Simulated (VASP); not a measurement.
A run of VASP 6.6.1:

The input INCAR:

```
SYSTEM = CdS
PREC     = Accurate       ! precision mode
ENCUT    = 520            ! plane-wave cutoff, eV
EDIFF    = 1E-6           ! SCF threshold, eV
ISMEAR   = -1             ! smearing method
SIGMA    = 0.05           ! smearing width, eV
LREAL    = .FALSE.        ! projectors in reciprocal space
LASPH    = .TRUE.         ! aspherical terms in the spheres
NELM     = 60             ! most SCF steps
ALGO     = Normal         ! electronic algorithm
ISIF     = 2              ! what is computed and relaxed
LWAVE    = .FALSE.        ! write WAVECAR
LCHARG   = .FALSE.        ! write CHGCAR
GGA      = PE             ! functional
NBANDS   = 26             ! bands
```

Contents of KPOINTS:

```
Automatic mesh
0
G
  7 7 4
  0 0 0
```

POSCAR

```
CdS
1.0
    4.1500000000      0.0000000000      0.0000000000
   -2.0750000000      3.5940054257      0.0000000000
    0.0000000000      0.0000000000      6.7370000000
Cd S
2 2
Direct
    0.6523770000      0.3348300000      0.4982200000
    0.3323570000      0.6638290000      0.0023890000
    0.6625740000      0.3325360000      0.8727730000
    0.3393890000      0.6704910000      0.3751140000
```

Potentials or basis: VASP PAW PBE potentials, release 64 (Cd, S).

The run is started by

```console
$ cat potpaw_PBE.64/Cd/POTCAR potpaw_PBE.64/S/POTCAR > POTCAR
$ mpirun -np 1 vasp_std > vasp.out
```

Hardware: 1 thread of Intel(R) Xeon(R) Platinum 8488C (Sapphire Rapids), on a shared host.

Problem. How long does it take, and how much memory?

Solution. Wall time 2.6 min on 1 thread of Intel(R) Xeon(R) Platinum 8488C (Sapphire Rapids), on a shared host, peak memory 0.36 GiB. Counts: scf iterations 14, k points 99.
